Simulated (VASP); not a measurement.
Input of a VASP 6.6.1 run:

The input POSCAR:

```
MnO2
1.0
    1.4091292993      0.8135611802      4.5219789117
   -1.4091292993      0.8135611802      4.5219789117
    0.0000000000     -1.6271223606      4.5219789117
Mn O
1 2
Direct
    0.0000000000      0.0000000000      0.0000000000
    0.7356355100      0.7356355100      0.7356355100
    0.2643644900      0.2643644900      0.2643644900
```

Contents of INCAR.step1:

```
  PREC = Accurate
  ENCUT = 520
  ISMEAR = -1
  SIGMA = 0.05
  LREAL = False
  LASPH = True
  NELM = 150
  ISPIN = 2
  MAGMOM = 4 0 0
  LMAXMIX = 4
  NBANDS = 24
  GGA = PE
  ALGO = Normal
  EDIFF = 1E-4
  LWAVE = True
  LCHARG = False
```

The input INCAR.step2:

```
  PREC = Accurate
  ENCUT = 520
  EDIFF = 1E-7
  ISMEAR = -1
  SIGMA = 0.05
  LREAL = False
  LASPH = True
  NELM = 150
  ALGO = Normal
  ISIF = 2
  LWAVE = False
  LCHARG = False
  ISPIN = 2
  MAGMOM = 4 0 0
  LORBIT = 11
  LMAXMIX = 4
  METAGGA = R2SCAN
  LMIXTAU = True
  NBANDS = 24
  ISTART = 1
```

The input KPOINTS:

```
regular mesh
0
Gamma
  11 11 11
```

Potentials or basis: VASP PAW PBE potentials, release 64 (Mn_pv, O).

Run with:

```console
$ cat potpaw_PBE.64/Mn_pv/POTCAR potpaw_PBE.64/O/POTCAR > POTCAR
$ cp INCAR.step1 INCAR
$ mpirun -np 1 vasp_std > vasp.out
$ cp INCAR.step2 INCAR
$ mpirun -np 1 vasp_std > vasp.out
```

(1) What does it give for the site moments?

(2) What does it give for the pressure?

(3) What does it give for the net moment?

Results:

(1) Mn +2.89; O +0.03 μB.

(2) 9.9 GPa.

(3) 3.00 μB per cell.

Caveat: the PAW data sets were made with another functional, which shifts forces and pressure a little; a cell with one magnetic atom can't hold antiferromagnetic order, which such compounds often take.
